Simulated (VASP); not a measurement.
Input of a VASP 6.6.1 run:

The input INCAR:

```
SYSTEM = Ru5C
  PREC = Accurate
  ENCUT = 520
  EDIFF = 1E-7
  ISMEAR = 0
  SIGMA = 0.1
  LREAL = .FALSE.
  LASPH = .TRUE.
  NELM = 60
  ALGO = Fast
  ISIF = 2
  LWAVE = .FALSE.
  LCHARG = .FALSE.
  LDIPOL = .TRUE.
  IDIPOL = 3
  DIPOL = 0.5 0.5 0.382
  GGA = PE
  IBRION = 2
  NSW = 36
  EDIFFG = -0.025
```

The input KPOINTS:

```
regular mesh
0
G
  12 12 1
  0 0 0
```

POSCAR

```
Ru5C
1.0
    2.7197977465      0.0000000000      0.0000000000
   -1.3598988732      2.3554139416      0.0000000000
    0.0000000000      0.0000000000     24.0359895925
Ru C
5 1
Selective dynamics
Direct
    0.6666666667      0.3333333333      0.1664171132  F F F
    0.3333333333      0.6666666667      0.2557968275  F F F
    0.6666666667      0.3333333333      0.3452060919  F F F
    0.3333333333      0.6666666667      0.4352311869  F F F
    0.6666666667      0.3333333333      0.5215507997  F F F
    1.3333333333      0.6666666667      0.5664834202  F F T
```

Potentials or basis: VASP PAW PBE potentials, release 64 (Ru_pv, C).

Command:

```bash
$ cat potpaw_PBE.64/Ru_pv/POTCAR potpaw_PBE.64/C/POTCAR > POTCAR
$ mpirun -np 1 vasp_std > vasp.out
```

Task: Estimate the band gap on the k mesh.

Result: Zero (bands 37 and 38 overlap by 2.34 eV).

Task: Estimate the energy gained by relaxing.

Result: 6.3 meV/atom.

Final structure:
```
CELL_PARAMETERS angstrom
2.71980 0.00000 0.00000
-1.35990 2.35541 0.00000
0.00000 0.00000 24.03599
ATOMIC_POSITIONS crystal
Ru 0.66667 0.33333 0.16642
Ru 0.33333 0.66667 0.25580
Ru 0.66667 0.33333 0.34521
Ru 0.33333 0.66667 0.43523
Ru 0.66667 0.33333 0.52155
C 0.33333 0.66667 0.56939
```
